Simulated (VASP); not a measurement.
## CoW3: single point with PBEsol

CoW3:

```
Co W
1.0
     3.85824    0.00000    0.00000
     0.00000    3.85824    0.00965
     0.00000    0.00965    3.85824
Co W
1 3
Direct
  0.00000 0.00000 0.00000
  0.00000 0.50000 0.50000
  0.50000 0.00000 0.50000
  0.50000 0.50000 0.00000
```

This cell differs from its parent crystal: strain +0.0050 x Voigt [0, 0, 0, 1, 0, 0].

* Program: VASP 6.6.1
* Task: single point
* Functional: PBEsol
* Potentials or basis: VASP PAW PBE potentials, release 64 (Co, W_sv)
* Cutoff: 520 eV
* k mesh: 12 × 12 × 12
* Occupations: gaussian, width 0.15 eV
* Spin: no spin polarisation
* Dipole correction: no
* Further INCAR settings: ALGO = Fast; EDIFF = 1e-06; NBANDS = 34

```json
{
 "Pressure": "0.7 GPa",
 "Band gap on the k mesh": "zero (an odd number of electrons rules out a gap without spin polarisation)"
}
```

Stress tensor (GPa, compression positive):
```
 0.67  0.00  0.00
 0.00  0.68 -0.65
 0.00 -0.65  0.68
```

Levels at points of the mesh, in eV from the Fermi level:
| k point | band 21 | band 22 | band 23 | band 24 | band 25 | band 26 | band 27 | band 28 | band 29 | band 30 |
| --- | --- | --- | --- | --- | --- | --- | --- | --- | --- | --- |
| (0.00, 0.00, 0.00) | -1.11 | -1.08 | 0.42 | 0.42 | 2.99 | 3.01 | 3.03 | 3.18 | 3.18 | 3.18 |
| (0.50, 0.00, 0.00) | -1.99 | -1.96 | -1.06 | 0.06 | 0.24 | 0.28 | 0.66 | 1.01 | 1.86 | 1.90 |
| (0.00, 0.50, 0.00) | -1.97 | -1.97 | -1.06 | 0.06 | 0.26 | 0.26 | 0.66 | 1.01 | 1.90 | 1.90 |
| (0.50, 0.50, 0.00) | -2.10 | -2.04 | -2.04 | -1.85 | -0.98 | 0.59 | 0.59 | 1.02 | 1.02 | 1.12 |
| (0.00, 0.50, 0.50) | -2.09 | -2.05 | -2.03 | -1.85 | -0.98 | 0.58 | 0.61 | 0.96 | 1.07 | 1.12 |
| (0.50, 0.50, 0.50) | -1.29 | -0.89 | -0.86 | -0.82 | 0.51 | 0.53 | 0.56 | 1.28 | 2.54 | 2.56 |

Wall time 5.3 min on 1 thread of AMD EPYC 9R45 96-Core Processor (Zen 5), with other jobs on the host, peak memory 0.52 GiB.

Caveat: the cell differs from its parent crystal (strain +0.0050 x Voigt [0, 0, 0, 1, 0, 0]); the PAW data sets were made with another functional, which shifts forces and pressure a little; spin-orbit coupling is left out, which moves the levels of the heavy elements; the run has no spin polarisation, though such a crystal can be magnetic. Spin polarisation is off, so any magnetic state and its effect on volume and gap are missing.
